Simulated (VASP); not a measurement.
# MoPd (P-6m2) in VASP: notebook

Runs on MoPd. Level: LDA. Tasks: single point, relaxation of cell and atoms.

Everything below comes from runs of VASP 6.6.1. Logs are shortened: lines on timing, memory, paths and dates and some standing lists are left out, and cuts for length are marked.

## 1. The cell of the first run

Symmetry: P-6m2, No. 187, hexagonal system. Conventional cell: a = 2.728 Å, b = 2.728 Å, c = 4.482 Å, α = 90.00°, β = 90.00°, γ = 120.00°. Mo (site symmetry -6m2) has 6 Mo at 2.73 Å and 6 Pd at 2.74 Å within 3.6 Å. Within 3.6 Å of Pd (site symmetry -6m2) lie 6 Pd at 2.73 Å and 6 Mo at 2.74 Å.

## 2. Single point, LDA

File INCAR:

```
SYSTEM = MoPd
  PREC = Accurate
  ENCUT = 520
  EDIFF = 1E-7
  ISMEAR = -1
  SIGMA = 0.1
  LREAL = .FALSE.
  LASPH = .TRUE.
  NELM = 100
  ALGO = Normal
  ISIF = 2
  LWAVE = .FALSE.
  LCHARG = .FALSE.
  GGA = CA
  NBANDS = 19
```

File KPOINTS:

```
regular mesh
0
G
  9 9 5
  0 0 0
```

File POSCAR:

```
MoPd
1.0
    2.7275478464      0.0000000000      0.0000000000
   -1.3637739232      2.3621257250      0.0000000000
    0.0000000000      0.0000000000      4.4823886044
Mo Pd
1 1
Direct
    0.6666666667      0.3333333333      0.5000000000
    0.3333333333      0.6666666667      0.0000000000
```

Potentials or basis: VASP PAW LDA potentials, release 64 (Mo_sv, Pd).

Launch:

```
$ cat potpaw_LDA.64/Mo_sv/POTCAR potpaw_LDA.64/Pd/POTCAR > POTCAR
$ mpirun -np 1 vasp_std > vasp.out
```

OUTCAR:

```text
SYSTEM = MoPd
   PREC = Accurate
   ENCUT = 520
   EDIFF = 1E-7
   ISMEAR = -1
   LREAL = .FALSE.
   LASPH = .TRUE.
   NELM = 100
   ISIF = 2
   GGA = CA

 ion  position               nearest neighbor table
   1  0.667  0.333  0.500-   2 2.74   2 2.74   2 2.74   2 2.74   2 2.74   2 2.74
   2  0.333  0.667  0.000-   1 2.74   1 2.74   1 2.74   1 2.74   1 2.74   1 2.74

  LATTYP: Found a hexagonal cell.
 ALAT       =     2.7275478464
 C/A-ratio  =     1.6433767093

  Lattice vectors:

 A1 = (   2.7275478464,   0.0000000000,   0.0000000000)
 A2 = (  -1.3637739232,   2.3621257250,   0.0000000000)
 A3 = (   0.0000000000,   0.0000000000,   4.4823886044)

Analysis of symmetry for initial positions (statically):
=====================================================================
 Subroutine PRICEL returns:
 Original cell was already a primitive cell.

 Routine SETGRP: Setting up the symmetry group for a
 hexagonal supercell.

 Subroutine GETGRP returns: Found 12 space group operations
 (whereof 12 operations were pure point group operations)
 out of a pool of 24 trial point group operations.

The static configuration has the point symmetry D_3h.

Analysis of symmetry for dynamics (positions and initial velocities):
=====================================================================
 Subroutine PRICEL returns:
 Original cell was already a primitive cell.

 Routine SETGRP: Setting up the symmetry group for a
 hexagonal supercell.

 Subroutine GETGRP returns: Found 12 space group operations
 (whereof 12 operations were pure point group operations)
 out of a pool of 24 trial point group operations.

The dynamic configuration has the point symmetry D_3h.

 Subroutine INISYM returns: Found 12 space group operations
 (whereof 12 operations are pure point group operations),
 and found     1 'primitive' translations

----------------------------------------------------------------------------------------

                                     Primitive cell

  volume of cell :      28.8792

  direct lattice vectors                    reciprocal lattice vectors
     2.727547846  0.000000000  0.000000000     0.366629682  0.211673746  0.000000000
    -1.363773923  2.362125725  0.000000000     0.000000000  0.423347491  0.000000000
     0.000000000  0.000000000  4.482388604     0.000000000  0.000000000  0.223095338

  length of vectors
     2.727547846  2.727547846  4.482388604     0.423347491  0.423347491  0.223095338

  position of ions in fractional coordinates (direct lattice)
     0.666666667  0.333333333  0.500000000
     0.333333333  0.666666667  0.000000000

  ion indices of the primitive-cell ions
   primitive index   ion index
                 1           1
                 2           2

----------------------------------------------------------------------------------------

 KPOINTS: regular mesh

Automatic generation of k-mesh.
 Grid dimensions read from file:
 generate k-points for:    9    9    5

 Generating k-lattice:

  Cartesian coordinates                     Fractional coordinates (reciprocal lattice)
     0.040736631  0.023519305  0.000000000     0.111111111  0.000000000  0.000000000
     0.000000000  0.047038610  0.000000000     0.000000000  0.111111111  0.000000000
     0.000000000  0.000000000  0.044619068     0.000000000  0.000000000  0.200000000

  Length of vectors
     0.047038610  0.047038610  0.044619068

  Shift w.r.t. Gamma in fractional coordinates (k-lattice)
     0.000000000  0.000000000  0.000000000

 Subroutine IBZKPT returns following result:
 ===========================================

 Found     36 irreducible k-points:

 Following reciprocal coordinates:
            Coordinates               Weight
  0.000000  0.000000  0.000000      1.000000
  0.111111 -0.000000  0.000000      6.000000
  0.222222 -0.000000  0.000000      6.000000
  0.333333 -0.000000  0.000000      6.000000
  0.444444 -0.000000  0.000000      6.000000
  0.111111  0.111111  0.000000      6.000000
[... 16 lines left out ...]
  0.333333  0.222222  0.200000     24.000000
  0.333333  0.333333  0.200000      4.000000
 [... further k-points ...]
   k-points           NKPTS =     36   k-points in BZ     NKDIM =     36   number of bands    NBANDS=     19
   number of dos      NEDOS =    301   number of ions     NIONS =      2
   total plane-waves  NPLWV =  14400
   dimension x,y,z NGX =    20 NGY =   20 NGZ =   36
   dimension x,y,z NGXF=    40 NGYF=   40 NGZF=   72
   ions per type =               1   1
   NGX,Y,Z   is equivalent  to a cutoff of  12.19, 12.19, 13.35 a.u.
   NGXF,Y,Z  is equivalent  to a cutoff of  24.38, 24.38, 26.70 a.u.
 SYSTEM =  MoPd
   PREC   = accura    normal or accurate (medium, high low for compatibility)
   ISTART =      0    job   : 0-new  1-cont  2-samecut
   ICHARG =      2    charge: 1-file 2-atom 10-const
   ISPIN  =      1    spin polarized calculation?
   LNONCOLLINEAR =      F non collinear calculations
   LSORBIT =      F    spin-orbit coupling
   LASPH  =      T    aspherical Exc in radial PAW
   ENCUT  =  520.0 eV  38.22 Ry    6.18 a.u.   5.07  5.07  8.33*2*pi/ulx,y,z
   NELM   =    100;   NELMIN=  2; NELMDL= -5     # of ELM steps
   EDIFF  = 0.1E-06   stopping-criterion for ELM
   LREAL  =      F    real-space projection
   EDIFFG = 0.1E-05   stopping-criterion for IOM
   NSW    =      0    number of steps for IOM
   IBRION =     -1    ionic relax: 0-MD 1-quasi-New 2-CG
   NFREE  =      0    steps in history (QN), initial steepest desc. (CG)
   ISIF   =      2    stress and relaxation
   ISYM   =      2    0-nonsym 1-usesym 2-fastsym
   POTIM  = 0.5000    time-step for ionic-motion
   TEBEG  =    0.0;   TEEND  =   0.0 temperature during run
   PSTRESS=    0.0 pullay stress
   NELECT =      24.0000    total number of electrons
   NUPDOWN=      -1.0000    fix difference up-down
   EMIN   =  10.00;   EMAX   =-10.00  energy-range for DOS
   EFERMI =   0.00;   METHOD = LEGACY
   ISMEAR =    -1;   SIGMA  =   0.10  broadening in eV -4-tet -1-fermi 0-gaus
   EFERMI_NEDOS =   21; number of points for ismear=-14 and -15
   IALGO  =     38    algorithm
   IMIX   =      4    mixing-type and parameters
     AMIX     =   0.40;   BMIX     =  1.00
     AMIX_MAG =   1.60;   BMIX_MAG =  1.00
  volume/ion in A,a.u.               =      14.44        97.44
  Fermi-wavevector in a.u.,A,eV,Ry     =   1.539159  2.908590 32.232363  2.369012
  Thomas-Fermi vector in A             =   2.645427
   LORBIT       =      0    0 simple, 1 ext, 2 COOP (PROOUT), +10 PAW based schemes
   GGA     = CA    functional components
   LHFCALC =     F    Hartree Fock is set to
   AEXX    =    0.0000 exact exchange contribution
   IVDW    =     0    specifies the selected vdW correction
   LEPSILON=     F    determine dielectric tensor
   LRPA    =     F    only Hartree local field effects (RPA)
 non-spin polarized calculation
  energy-cutoff  :      520.00
  volume of cell :       28.88
 maximum number of plane-waves:       795
   NGX = 11   NGY = 11   NGZ = 17

 number of electron      23.9999999 magnetization

 Free energy of the ion-electron system (eV)
  ---------------------------------------------------
  ext. energy  EPLUGINS =         0.00000000
  ---------------------------------------------------
  free energy    TOTEN  =       -18.64957789 eV

  energy without entropy =      -18.59322440  energy(sigma->0) =      -18.62140115

 E-fermi :  12.1695     XC(G=0): -13.8654

 val. band max:       12.1175721675   @ k =   0.1111  -0.0000   0.2000
 cond. band min:      12.1926414522   @ k =   0.3333  -0.0000   0.4000
 fundamental gap:      0.0750692847
 Fermi energy:        12.1695304288

 k-point     1 :       0.0000    0.0000    0.0000
  band No.  band energies     occupation
      1     -48.4978      2.00000
      2     -22.8682      2.00000
      3     -21.9555      2.00000
      4     -21.9555      2.00000
      5       4.3572      2.00000
      6       6.1581      2.00000
[... 11 lines left out ...]
     18      26.3190      0.00000
     19      28.5986      0.00000

 k-point     2 :       0.1111   -0.0000    0.0000
  band No.  band energies     occupation
      1     -48.4710      2.00000
      2     -22.8440      2.00000
      3     -22.1288      2.00000
      4     -21.9944      2.00000
      5       4.7893      2.00000
      6       6.4644      2.00000
[... 11 lines left out ...]
     18      27.2445      0.00000
     19      29.1578      0.00000

 k-point     3 :       0.2222   -0.0000    0.0000
  band No.  band energies     occupation
      1     -48.4025      2.00000
      2     -22.7822      2.00000
      3     -22.5545      2.00000
      4     -22.0917      2.00000
      5       5.8530      2.00000
      6       6.9431      2.00000
[... 11 lines left out ...]
     18      26.5314      0.00000
     19      28.6261      0.00000

 k-point     4 :       0.3333   -0.0000    0.0000
  band No.  band energies     occupation
      1     -48.3235      2.00000
      2     -23.0184      2.00000
      3     -22.7109      2.00000
      4     -22.2002      2.00000
      5       6.4325      2.00000
      6       7.0105      2.00000
[... 11 lines left out ...]
     18      23.0760      0.00000
     19      26.9415      0.00000

 k-point     5 :       0.4444   -0.0000    0.0000
  band No.  band energies     occupation
      1     -48.2713      2.00000
      2     -23.3109      2.00000
      3     -22.6639      2.00000
      4     -22.2700      2.00000
      5       6.2101      2.00000
      6       6.7328      2.00000
[... 11 lines left out ...]
     18      22.3987      0.00000
     19      25.1706      0.00000
[... 334 lines left out ...]
      2     -23.2973      2.00000
      3     -22.6500      2.00000
      4     -22.3897      2.00000
      5       6.2780      2.00000
      6       6.6674      2.00000
[... 11 lines left out ...]
     18      23.5613      0.00000
     19      24.4253      0.00000

 k-point    22 :       0.2222    0.2222    0.2000
  band No.  band energies     occupation
      1     -48.2886      2.00000
      2     -23.0374      2.00000
      3     -22.6793      2.00000
      4     -22.4444      2.00000
      5       6.9943      2.00000
      6       7.3850      2.00000
[... 11 lines left out ...]
     18      23.5508      0.00000
     19      25.3341      0.00000

 k-point    23 :       0.3333    0.2222    0.2000
  band No.  band energies     occupation
      1     -48.2486      2.00000
      2     -23.1412      2.00000
      3     -22.6416      2.00000
      4     -22.6286      2.00000
      5       6.7438      2.00000
      6       7.3915      2.00000
[... 11 lines left out ...]
     18      22.9718      0.00000
     19      25.0381      0.00000

 k-point    24 :       0.3333    0.3333    0.2000
  band No.  band energies     occupation
      1     -48.2347      2.00000
      2     -22.9434      2.00000
      3     -22.9335      2.00000
      4     -22.6284      2.00000
      5       6.9737      2.00000
      6       7.5596      2.00000
[... 11 lines left out ...]
     18      24.5433      0.00000
     19      25.4627      0.00000

 [... further k-points ...]

------------------------ aborting loop because EDIFF is reached ----------------------------------------

  FORCE on cell =-STRESS in cart. coord.  units (eV):
  Direction    XX          YY          ZZ          XY          YZ          ZX
  --------------------------------------------------------------------------------------
  -------------------------------------------------------------------------------------
  Total        0.1299590      0.1299590      0.1715578     -0.0000000      0.0000000      0.0000000
  in kB        7.2099466      7.2099466      9.5177894     -0.0000000      0.0000000      0.0000000
  external PRESSURE =       7.9792276 kB  Pullay stress =       0.0000000 kB

 VOLUME and BASIS-vectors are now :
 -----------------------------------------------------------------------------
  energy-cutoff  :      520.00
  volume of cell :       28.88
      direct lattice vectors                 reciprocal lattice vectors
     2.727547846  0.000000000  0.000000000     0.366629682  0.211673746  0.000000000
    -1.363773923  2.362125725  0.000000000     0.000000000  0.423347491  0.000000000
     0.000000000  0.000000000  4.482388604     0.000000000  0.000000000  0.223095338

 POSITION                                       TOTAL-FORCE (eV/Angst)
 -----------------------------------------------------------------------------------
      1.36377      0.78738      2.24119         0.000000      0.000000      0.000000
     -0.00000      1.57475      0.00000        -0.000000      0.000000      0.000000
 -----------------------------------------------------------------------------------
    total drift:                               -0.000000      0.000000      0.000000

  FREE ENERGIE OF THE ION-ELECTRON SYSTEM (eV)
  ---------------------------------------------------
  free  energy   TOTEN  =       -18.6495778912 eV

  energy  without entropy=      -18.5932244022  energy(sigma->0) =      -18.62140115
```

Run time: 37 s. Hardware: 1 thread of AMD EPYC 7R13, shared host; peak memory 0.11 GiB.

Results:

| Property | Result |
| --- | --- |
| Free energy | -18.6496 eV |
| Pressure | 0.8 GPa |
| Band gap on the k mesh | zero (band 12 reaches 13.33 eV, above the bottom of band 13 at 11.29 eV) |

## 3. Relaxation of cell and atoms, LDA

This run uses another cell than the first one, of 15.43 Å³/atom, 1.069 times its volume.

File INCAR:

```
PREC = Accurate ; ENCUT = 600
EDIFF = 1E-6 ; ISMEAR = -1
SIGMA = 0.1 ; LREAL = False
LASPH = True ; NELM = 80
ALGO = Normal ; ISIF = 3
LWAVE = False ; LCHARG = False
GGA = CA ; IBRION = 2
NSW = 50 ; EDIFFG = -0.02
```

File KPOINTS:

```
Automatic mesh
0
Gamma
  9 9 5
```

File POSCAR:

```
MoPd
1.0
    2.7938960000      0.0000000000      0.0000000000
   -1.3969480000      2.4195850000      0.0000000000
    0.0000000000      0.0000000000      4.5663710000
Mo Pd
1 1
Direct
    0.6666666667      0.3333333333      0.5000000000
    0.3333333333      0.6666666667      0.0000000000
```

Potentials or basis: VASP PAW LDA potentials, release 64 (Mo_sv, Pd).

Launch:

```
$ cat potpaw_LDA.64/Mo_sv/POTCAR potpaw_LDA.64/Pd/POTCAR > POTCAR
$ mpirun -np 1 vasp_std > vasp.out
```

Wall time 2.9 min (1 thread of AMD EPYC 7R13, shared host); peak memory 0.14 GiB.

Results (log left out):

| Quantity | Value |
| --- | --- |
| Free energy | -18.6511 eV |
| Relaxed volume | 14.47 Å³/atom |
| Relaxed cell | a = 2.729 Å, b = 2.729 Å, c = 4.488 Å, α = 90.00°, β = 90.00°, γ = 120.00° |
| Space group after relaxing (to 0.05 Å) | P-6m2 (No. 187) |
| Energy gained by relaxing | 46.5 meV/atom |
| Ionic steps | 7 |
| Pressure after relaxing | 0.2 GPa |
| Band gap on the k mesh | zero (band 12 reaches 13.29 eV, above the bottom of band 13 at 11.25 eV) |

Step by step:
```
step  energy change (eV)  largest force (eV/Å)  pressure (GPa)  volume (Å³)
   1              0.0000                0.0000          -14.61        30.87
   2              0.5046                0.0000           55.49        25.00
   3             -0.0925                0.0000           -0.92        29.06
   4             -0.0928                0.0000           -0.15        28.98
   5             -0.0928                0.0000            0.21        28.94
   6             -0.0931                0.0000            0.20        28.94
   7             -0.0931                0.0000            0.20        28.94
```

Final structure:
```yaml
crystal:
  lattice:
    - [2.72886, 0.00000, 0.00000]
    - [-1.36443, 2.36326, 0.00000]
    - [0.00000, 0.00000, 4.48780]
  atoms:
    - { symbol: Mo, position: [0.66667, 0.33333, 0.50000] }
    - { symbol: Pd, position: [0.33333, 0.66667, 0.00000] }
```

Levels at points of the mesh, in eV from the Fermi level:
| k point | band 9 | band 10 | band 11 | band 12 | band 13 | band 14 | band 15 | band 16 |
| --- | --- | --- | --- | --- | --- | --- | --- | --- |
| (0.00, 0.00, 0.00) | -2.67 | -2.31 | -2.31 | -0.62 | -0.62 | 0.76 | 2.48 | 2.48 |
